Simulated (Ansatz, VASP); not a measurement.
## One calculation of Sn, two programs

The input INCAR:

```
ALGO = Normal
EDIFF = 1E-6
ENCUT = 520
GGA = PS
ISIF = 2
ISMEAR = -1
LASPH = True
LCHARG = False
LREAL = False
LWAVE = False
NBANDS = 21
NELM = 100
PREC = Accurate
SIGMA = 0.1
```

KPOINTS

```
k-points
0
Gamma
  10 10 10
```

File POSCAR:

```
Sn
1.0
    0.0000000000      2.4101422642      2.4101422642
    2.4101422642      0.0000000000      2.4101422642
    2.4101422642      2.4101422642      0.0000000000
Sn
2
Direct
   -0.1250000000     -0.1250000000     -0.1250000000
    0.1250000000      0.1250000000      0.1250000000
```

Input for Ansatz:

```yaml
crystal:
  lattice:
    - [0.0, 2.4101422642, 2.4101422642]
    - [2.4101422642, 0.0, 2.4101422642]
    - [2.4101422642, 2.4101422642, 0.0]
  atoms:
    - { symbol: Sn, position: [-0.125, -0.125, -0.125] }
    - { symbol: Sn, position: [0.125, 0.125, 0.125] }
kpoints:
  mp_grid: { grid: [10, 10, 10] }
  band_path:
    path:
      - [0.0, 0.0, 0.0]
      - [0.5, 0.0, 0.5]
      - [0.625, 0.25, 0.625]
      - [0.375, 0.375, 0.75]
      - [0.0, 0.0, 0.0]
      - [0.5, 0.5, 0.5]
      - [0.5, 0.25, 0.75]
      - [0.5, 0.0, 0.5]
    npoints: 8
scf:
  occupations: { method: fermi_dirac, width: 0.1 }
hamiltonian:
  xc: pbesol
  pseudopotentials: { kind: all_electron, lapw: { basis_error: 0.001 } }
output:
  forces: true
  stress: true
  eigenvalues: true
  populations: true
  dos: { projected: true, de: 0.2, e_range: [-14, 8] }
```

Change from the starting cell: volume scaled by 0.4, LAPW.

Alike in both runs: task single point; functional PBEsol; k mesh 10 × 10 × 10; occupations fermi-dirac, width 0.1 eV; no spin polarisation.

|  | VASP | Ansatz |
| --- | --- | --- |
| version | VASP 6.6.1 | Ansatz 0.2.0 |
| potentials or method | VASP PAW PBE potentials, release 64 (Sn_d), cutoff 520 eV | all-electron LAPW, scalar-relativistic |

Ansatz gave:

| Property | Result |
| --- | --- |
| pressure (GPa) | 320.2 |

**Question.** What did VASP give for the same quantities?

**Answer.** Pressure (GPa): 326.6.

VASP's potentials were made for PBE, not for PBEsol. Both programs put the cell under a high pressure, so it lies far from rest at this level. Ansatz ran all-electron here, and VASP with PAW potentials.

Noted on VASP's run: the cell as given lies far from equilibrium.
